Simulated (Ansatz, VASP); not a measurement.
**One calculation of Hf, two programs**

```
Hf
1.0
     0.00000    2.22000    2.19780
     2.22000    0.00000    2.19780
     2.22000    2.22000    0.00000
Hf
1
Cartesian
  0.0000 0.0000 0.0000
```

Change from the starting cell: zz strain of -1 %, crystal datasets.

Alike in both runs: task electric field gradients; functional PBE; k mesh 13 × 13 × 13; occupations fermi-dirac, width 0.03 eV; no spin polarisation.

|  | VASP | Ansatz |
| --- | --- | --- |
| version | VASP 6.6.1 | Ansatz 0.2.0 |
| potentials or method | VASP PAW PBE potentials, release 64 (Hf_pv), cutoff 520 eV | all-electron PAW with datasets made for the crystal, scalar-relativistic |

Ansatz gave:

```
pressure (GPa)                                                : 4.5
traceless stress, the component that is largest in VASP (GPa) : 0.11
size of Vzz on the site where it differs most (V/Å²)          : 12.8
```

Q: What did VASP give for the same quantities?

A: Pressure (GPa): 4.0; traceless stress, the component that is largest in VASP (GPa): 0.11; size of Vzz on the site where it differs most (V/Å²): 11.6.

Ansatz ran all-electron here, and VASP with PAW potentials.

Neither program's run includes spin-orbit coupling.
